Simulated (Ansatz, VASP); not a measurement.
# Ba: VASP beside Ansatz

```
Ba
1.0
     4.11964    0.00000    0.00000
     0.00000    4.11964    0.00000
     0.00000    0.00000    3.49737
Ba
1
Direct
  0.50000 0.50000 0.50000
```

Change from the starting cell: strain +0.030 along x and y, -0.030 along z, atoms carried along.

Alike in both runs: task single point; functional PBEsol; k mesh 12 × 12 × 14; occupations gaussian, width 0.15 eV; no spin polarisation.

|  | VASP | Ansatz |
| --- | --- | --- |
| version | VASP 6.6.1 | Ansatz 0.2.0 |
| potentials or method | VASP PAW PBE potentials, release 64 (Ba_sv), cutoff 520 eV | scalar-relativistic, plane waves, PAW |
| valence electrons in the cell | 10 | 10 |

|  | VASP | Ansatz | Ansatz less VASP |
| --- | --- | --- | --- |
| gap on the k mesh at the Fermi level (eV) | none | none | - |
| pressure (GPa) | -0.1 | -0.3 | -0.20 |
| traceless stress, the component that is largest in VASP (GPa) | 3.99 | 3.82 | -0.175 |

VASP's potentials were made for PBE, not for PBEsol. A gap of «none» marks a metal or a gap that the smearing closes. The functional is the same, so the differences come from potentials, cutoffs and numerics.

Neither program's run includes spin-orbit coupling.
